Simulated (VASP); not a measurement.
Wanted: the native input for a VASP 6.6.1 run.

```
Task                   : single point
Functional             : r2SCAN
Potentials or basis    : VASP PAW PBE potentials, release 64 (Ag)
Cutoff                 : 520 eV
k mesh                 : 20 × 20 × 20
Occupations            : gaussian, width 0.15 eV
Spin                   : no spin polarisation
Dipole correction      : no
Further INCAR settings : ALGO = Normal; EDIFF = 1e-06; NBANDS = 12
```

Ag:

```xyz
1
Lattice="-1.5729 1.5729 1.6970 1.5729 -1.5729 1.6970 1.5729 1.5729 -1.6970" Properties=species:S:1:pos:R:3 pbc="T T T"
Ag    0.0000    0.0000    0.0000
```

This cell differs from its parent crystal: strain -0.050 along x and y, +0.025 along z.

The input as run:

POSCAR

```
Ag
1.0
   -1.5728713000      1.5728713000      1.6970453500
    1.5728713000     -1.5728713000      1.6970453500
    1.5728713000      1.5728713000     -1.6970453500
Ag
1
Direct
    0.0000000000      0.0000000000      0.0000000000
```

INCAR.step1

```
SYSTEM = Ag
  PREC = Accurate
  ENCUT = 520
  ISMEAR = 0
  SIGMA = 0.15
  LREAL = .FALSE.
  LASPH = .TRUE.
  NELM = 100
  NBANDS = 12
  GGA = PE
  ALGO = Normal
  EDIFF = 1E-4
  LWAVE = .TRUE.
  LCHARG = .FALSE.
```

INCAR.step2

```
SYSTEM = Ag
  PREC = Accurate
  ENCUT = 520
  EDIFF = 1E-6
  ISMEAR = 0
  SIGMA = 0.15
  LREAL = .FALSE.
  LASPH = .TRUE.
  NELM = 100
  ALGO = Normal
  ISIF = 2
  LWAVE = .FALSE.
  LCHARG = .FALSE.
  METAGGA = R2SCAN
  LMIXTAU = .TRUE.
  NBANDS = 12
  ISTART = 1
```

KPOINTS

```
regular mesh
0
G
  20 20 20
  0 0 0
```

Potentials or basis: VASP PAW PBE potentials, release 64 (Ag).

The run is started by

```bash
$ cat potpaw_PBE.64/Ag/POTCAR > POTCAR
$ cp INCAR.step1 INCAR
$ mpirun -np 1 vasp_std > vasp.out
$ cp INCAR.step2 INCAR
$ mpirun -np 1 vasp_std > vasp.out
```

It gave:

```
Pressure : 4.2 GPa
```

Caveat: the cell differs from its parent crystal (strain -0.050 along x and y, +0.025 along z); the PAW data sets were made with another functional, which shifts forces and pressure a little.

It took 5 min on 1 thread of Intel(R) Xeon(R) Platinum 8259CL CPU @ 2.50GHz (Skylake/Cascade Lake), with other jobs on the host, peak memory 0.25 GiB.
